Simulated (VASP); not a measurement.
Set up this calculation in VASP 6.6.1, as the native input.

| Item | Value |
| --- | --- |
| Task | single point |
| Functional | PBEsol-based global hybrid with 25 % exact exchange |
| Potentials or basis | VASP PAW PBE potentials, release 64 (Sn_d, O) |
| Cutoff | 520 eV |
| k mesh | 5 × 5 × 5 |
| Occupations | fermi-dirac, width 0.05 eV |
| Spin | no spin polarisation |
| Dipole correction | no |
| Grid for exact exchange (PRECFOCK) | Normal |
| Share of exact exchange | 0.25 |
| Further INCAR settings | ALGO = Normal; EDIFF = 1e-06; NBANDS = 20 |

SnO2:

```
Sn O
1.0
     0.00000    2.57415    2.57415
     2.57415    0.00000    2.57415
     2.57415    2.57415    0.00000
Sn O
1 2
Direct
  0.00000 0.00000 0.00000
  0.75000 0.75000 0.75000
  0.25000 0.25000 0.25000
```

The input as run:

POSCAR

```
SnO2
1.0
    0.0000000000      2.5741500000      2.5741500000
    2.5741500000      0.0000000000      2.5741500000
    2.5741500000      2.5741500000      0.0000000000
Sn O
1 2
Direct
    0.0000000000      0.0000000000      0.0000000000
    0.7500000000      0.7500000000      0.7500000000
    0.2500000000      0.2500000000      0.2500000000
```

INCAR.step1

```
PREC = Accurate ; ENCUT = 520
EDIFF = 1E-5 ; ISMEAR = -1
SIGMA = 0.05 ; LREAL = F
LASPH = T ; NELM = 60
ALGO = Normal ; ISIF = 2
LWAVE = T ; LCHARG = F
GGA = PE ; NBANDS = 20
```

INCAR.step2

```
PREC = Accurate ; ENCUT = 520
EDIFF = 1E-6 ; ISMEAR = -1
SIGMA = 0.05 ; LREAL = F
LASPH = T ; NELM = 60
ALGO = Normal ; ISIF = 2
LWAVE = F ; LCHARG = F
GGA = PS ; LHFCALC = T
AEXX = 0.25 ; PRECFOCK = Normal
ISTART = 1 ; NBANDS = 20
```

KPOINTS

```
Automatic mesh
0
Gamma
  5 5 5
```

Potentials or basis: VASP PAW PBE potentials, release 64 (Sn_d, O).

Run with:

```bash
$ cat potpaw_PBE.64/Sn_d/POTCAR potpaw_PBE.64/O/POTCAR > POTCAR
$ cp INCAR.step1 INCAR
$ mpirun -np 1 vasp_std > vasp.out
$ cp INCAR.step2 INCAR
$ mpirun -np 1 vasp_std > vasp.out
```

It gave:

```json
{
  "Pressure": "-16.5 GPa",
  "Band gap on the k mesh": "1.91 eV (least direct gap 3.17 eV)"
}
```

Caveat: the k points lie up to 0.42 Å⁻¹ apart; the PAW data sets were made with another functional, which shifts forces and pressure a little; spin-orbit coupling is left out, which moves the levels of the heavy elements; an odd mesh through Γ misses points on the zone boundary, where band edges can lie.

Run time: 23 min on 1 thread of Intel(R) Xeon(R) Platinum 8488C (Sapphire Rapids) (shared host), peak memory 0.19 GiB.
